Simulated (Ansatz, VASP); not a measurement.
One calculation of Si, two programs

INCAR

```
ALGO = Normal
DIPOL = 0.5 0.5 0.500
EDIFF = 1E-6
ENCUT = 520
GGA = PE
IDIPOL = 3
ISIF = 2
ISMEAR = 0
LASPH = True
LCHARG = False
LDIPOL = True
LREAL = False
LWAVE = False
NBANDS = 11
NELM = 60
PREC = Accurate
SIGMA = 0.1
```

The input KPOINTS:

```
k-points
0
Gamma
  15 15 1
```

Contents of POSCAR:

```
Si
1.0
    3.6880000000      0.0000000000      0.0000000000
   -1.8440000000      3.1939016892      0.0000000000
    0.0000000000      0.0000000000     28.0000000000
Si
2
Direct
    0.3333333333      0.6666666667      0.5076607143
    0.6666666667      0.3333333333      0.4923392857
```

Input for Ansatz:

```yaml
crystal:
  lattice:
    - [3.688, 0.0, 0.0]
    - [-1.844, 3.1939016892, 0.0]
    - [0.0, 0.0, 28.0]
  atoms:
    - { symbol: Si, position: [0.3333333333, 0.6666666667, 0.5076607143] }
    - { symbol: Si, position: [0.6666666667, 0.3333333333, 0.4923392857] }
  periodic: [true, true, false]
basis:
  ecutwfc: 420
kpoints:
  mp_grid: { grid: [15, 15, 1] }
hamiltonian:
  xc: pbe
  pseudopotentials: { kind: paw, azcp: { folder: soft_1 } }
scf:
  occupations: { method: gaussian, width: 0.1 }
output:
  forces: true
  stress: true
  eigenvalues: true
```

Alike in both runs: task single point; functional PBE; k mesh 15 × 15 × 1; occupations gaussian, width 0.1 eV; no spin polarisation.

|  | VASP | Ansatz |
| --- | --- | --- |
| version | VASP 6.6.1 | Ansatz 0.2.0 |
| potentials or method | VASP PAW PBE potentials, release 64 (Si), cutoff 520 eV | scalar-relativistic, plane waves, PAW |
| valence electrons in the cell | 8 | 8 |

```csv
,VASP,Ansatz,Ansatz less VASP
gap on the k mesh at the Fermi level (eV),none,none,-
rms of the force components (eV/Å),0.300,0.305,+0.0043
```

Atom by atom the forces differ by 0.004 eV/Å (rms over components). A gap of «none» marks a metal or a gap that the smearing closes.
